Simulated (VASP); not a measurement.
Input of a VASP 6.6.1 run:

File INCAR:

```
  PREC = Accurate
  ENCUT = 520
  EDIFF = 1E-6
  ISMEAR = 1
  SIGMA = 0.2
  LREAL = F
  LASPH = T
  NELM = 150
  ALGO = Normal
  ISIF = 2
  LWAVE = F
  LCHARG = F
  MAGMOM = 0 0 0 0 0 0
  LORBIT = 11
  LSORBIT = T
  GGA_COMPAT = F
  LORBMOM = T
  LMAXMIX = 6
  GGA = RE
  IVDW = 12
  NBANDS = 30
```

KPOINTS

```
Automatic mesh
0
Gamma
  7 7 3
```

POSCAR

```
NaLa
1.0
    3.4856727879      0.0000000000      0.0000000000
   -1.7428363940      3.0186811837      0.0000000000
    0.0000000000      0.0000000000      6.2970591429
La Na
1 1
Direct
    0.3333333333      0.6666666667      0.5000000000
    0.0000000000      0.0000000000      0.0000000000
```

Potentials or basis: VASP PAW PBE potentials, release 64 (La, Na_pv).

The run is started by

```bash
$ cat potpaw_PBE.64/La/POTCAR potpaw_PBE.64/Na_pv/POTCAR > POTCAR
$ mpirun -np 1 vasp_ncl > vasp.out
```

(1) Predict the net moment.

(2) Estimate the pressure.

(3) What does it give for the dispersion energy per atom?

Results:

(1) 0.00 μB per cell.

(2) -0.1 GPa.

(3) -0.517 eV.

Caveat: the PAW data sets were made with another functional, which shifts forces and pressure a little.
